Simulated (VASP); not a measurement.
Ta3GaC3:

```xyz
7
Lattice="4.9856 0.0000 0.0000 0.0000 4.9856 0.0000 0.0000 0.0000 4.9856" Properties=species:S:1:pos:R:3 pbc="T T T"
Ta    0.0000    2.4928    2.4928
Ta    2.4928    0.0000    2.4928
Ta    2.4928    2.4928    0.0000
Ga    0.0000    0.0000    0.0000
C     2.4928    0.0000    0.0000
C     0.0000    2.4928    0.0000
C     0.0000    0.0000    2.4928
```

* Program: VASP 6.6.1
* Task: relaxation of cell and atoms
* Functional: PBE
* Potentials or basis: VASP PAW PBE potentials, release 64 (Ta_pv, Ga_d, C)
* Cutoff: 600 eV
* k mesh: 4 × 4 × 4
* Occupations: gaussian, width 0.1 eV
* Spin: no spin polarisation

At the start: pressure -40.2 GPa; volume 17.70 Å³/atom.

Q: How do energy, volume and symmetry change on relaxing?

A: Over 5 steps the energy falls by 904.2 meV/atom and the volume is 12.48 Å³/atom (-29.5 %); space group Pm-3m (No. 221, to 0.05 Å).

Step by step:
```tsv
step	energy change (eV)	largest force (eV/Å)	pressure (GPa)	volume (Å³)
1	0.0000	0.0000	-40.24	123.92
2	5.9175	0.0000	196.17	60.05
3	-6.2627	0.0000	-7.33	90.17
4	-6.3201	0.0000	-2.77	88.36
5	-6.3291	0.0000	0.01	87.33
```

Final structure:
```
CELL_PARAMETERS angstrom
4.43659 0.00000 0.00000
0.00000 4.43659 0.00000
0.00000 0.00000 4.43659
ATOMIC_POSITIONS crystal
Ta 0.00000 0.50000 0.50000
Ta 0.50000 0.00000 0.50000
Ta 0.50000 0.50000 0.00000
Ga 0.00000 0.00000 0.00000
C 0.50000 0.00000 0.00000
C 0.00000 0.50000 0.00000
C 0.00000 0.00000 0.50000
```

Caveat: the volume moved by over 15 % at a fixed basis, so the end points are rough.
